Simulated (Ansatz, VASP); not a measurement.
## Two plane-wave programs on Sb

File POSCAR:

```
Sb
1.0
    3.3986760653      0.0000000000      0.0000000000
   -1.6993380327      2.9433398118      0.0000000000
    0.0000000000      0.0000000000      5.5421447030
Sb
2
Direct
    0.6666666667      0.3333333333      0.7500000000
    0.3333333333      0.6666666667      0.2500000000
```

INCAR.step1

```
PREC = Accurate
ENCUT = 520
ISMEAR = -1
SIGMA = 0.05
LREAL = F
LASPH = T
NELM = 60
NBANDS = 12
GGA = PE
ALGO = Normal
EDIFF = 1E-4
LWAVE = T
LCHARG = F
```

Contents of INCAR.step2:

```
PREC = Accurate
ENCUT = 520
EDIFF = 1E-7
ISMEAR = -1
SIGMA = 0.05
LREAL = F
LASPH = T
NELM = 60
ALGO = Normal
ISIF = 2
LWAVE = F
LCHARG = F
METAGGA = R2SCAN
LMIXTAU = T
NBANDS = 12
ISTART = 1
```

Contents of KPOINTS:

```
regular mesh
0
Gamma
  9 9 5
```

Contents of input.yaml:

```yaml
crystal:
  lattice:
    - [3.3986760653, 0.0, 0.0]
    - [-1.6993380327, 2.9433398118, 0.0]
    - [0.0, 0.0, 5.542144703]
  atoms:
    - { symbol: Sb, position: [0.6666666667, 0.3333333333, 0.75] }
    - { symbol: Sb, position: [0.3333333333, 0.6666666667, 0.25] }
hamiltonian:
  xc: r2scan
  pseudopotentials: { kind: paw }
kpoints:
  mp_grid: { grid: [9, 9, 5] }
scf:
  occupations: { method: fermi_dirac, width: 0.05 }
output:
  forces: true
  stress: true
  eigenvalues: true
```

Alike in both runs: task single point; functional r2SCAN; k mesh 9 × 9 × 5; occupations fermi-dirac, width 0.05 eV; no spin polarisation.

|  | VASP | Ansatz |
| --- | --- | --- |
| version | VASP 6.6.1 | Ansatz 0.2.0 |
| potentials or method | VASP PAW PBE potentials, release 64 (Sb) | Ansatz PAW |
| plane-wave cutoff (eV) | 520 | 500 |
| valence electrons in the cell | 10 | 30 |

VASP gave:

```
gap on the k mesh at the Fermi level (eV)                     : none
pressure (GPa)                                                : -1.7
traceless stress, the component that is largest in VASP (GPa) : -0.12
```

Task: Which values does Ansatz return?

Result: gap on the k mesh at the Fermi level (eV): none; pressure (GPa): -1.6; traceless stress, the component that is largest in VASP (GPa): -0.11.

VASP's potentials were made for PBE, not for r2SCAN. A gap of «none» marks a metal or a gap that the smearing closes. The functional is the same, so the differences come from potentials, cutoffs and numerics. VASP's potentials hold 10 valence electrons a cell and Ansatz's 30, so a difference there can come from the potentials and not from the codes.

Spin-orbit coupling is off throughout.
